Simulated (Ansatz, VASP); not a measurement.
SrO in VASP and in Ansatz

The input POSCAR:

```
SrO
1.0
    0.0032251846      2.5801476905      2.5801476905
    2.5801476905      0.0032251846      2.5801476905
    2.5833728751      2.5833728751      0.0000000000
Sr O
1 1
Direct
    0.0000000000      0.0000000000      0.0000000000
    0.5000000000      0.5000000000      0.5000000000
```

Contents of INCAR.step1:

```
SYSTEM = SrO
PREC = Accurate
ENCUT = 520
ISMEAR = 0
SIGMA = 0.05
LREAL = .FALSE.
LASPH = .TRUE.
NELM = 60
NBANDS = 15
GGA = PE
ALGO = Normal
EDIFF = 1E-4
LWAVE = .TRUE.
LCHARG = .FALSE.
```

INCAR.step2

```
SYSTEM = SrO
PREC = Accurate
ENCUT = 520
EDIFF = 1E-6
ISMEAR = 0
SIGMA = 0.05
LREAL = .FALSE.
LASPH = .TRUE.
NELM = 60
ALGO = Normal
ISIF = 2
LWAVE = .FALSE.
LCHARG = .FALSE.
METAGGA = R2SCAN
LMIXTAU = .TRUE.
NBANDS = 15
ISTART = 1
```

Contents of KPOINTS:

```
regular mesh
0
G
  8 8 8
  0 0 0
```

Input for Ansatz:

```yaml
crystal:
  lattice:
    - [0.0032251846, 2.5801476905, 2.5801476905]
    - [2.5801476905, 0.0032251846, 2.5801476905]
    - [2.5833728751, 2.5833728751, 0.0]
  atoms:
    - { symbol: Sr, position: [0.0, 0.0, 0.0] }
    - { symbol: O, position: [0.5, 0.5, 0.5] }
basis:
  ecutwfc: 500
kpoints:
  mp_grid: { grid: [8, 8, 8] }
hamiltonian:
  xc: r2scan
scf:
  occupations: { method: gaussian, width: 0.05 }
output:
  forces: true
  stress: true
  eigenvalues: true
```

Change from the starting cell: strain +0.0025 x Voigt [0, 0, 0, 0, 0, 1], atoms carried along.

Alike in both runs: task single point; functional r2SCAN; k mesh 8 × 8 × 8; occupations gaussian, width 0.05 eV; no spin polarisation.

|  | VASP | Ansatz |
| --- | --- | --- |
| version | VASP 6.6.1 | Ansatz 0.2.0 |
| potentials or method | VASP PAW PBE potentials, release 64 (Sr_sv, O), cutoff 520 eV | scalar-relativistic, plane waves, PAW |
| valence electrons in the cell | 16 | 16 |

VASP gave:

| Property | Result |
| --- | --- |
| gap on the k mesh at the Fermi level (eV) | 3.75 |
| least direct gap on the mesh (eV) | 3.84 |
| pressure (GPa) | 0.5 |
| traceless stress, the component that is largest in VASP (GPa) | -0.14 |

What did Ansatz give for the same quantities?

gap on the k mesh at the Fermi level (eV): 3.80; least direct gap on the mesh (eV): 3.88; pressure (GPa): 0.0; traceless stress, the component that is largest in VASP (GPa): -0.14.

VASP's potentials were made for PBE, not for r2SCAN.
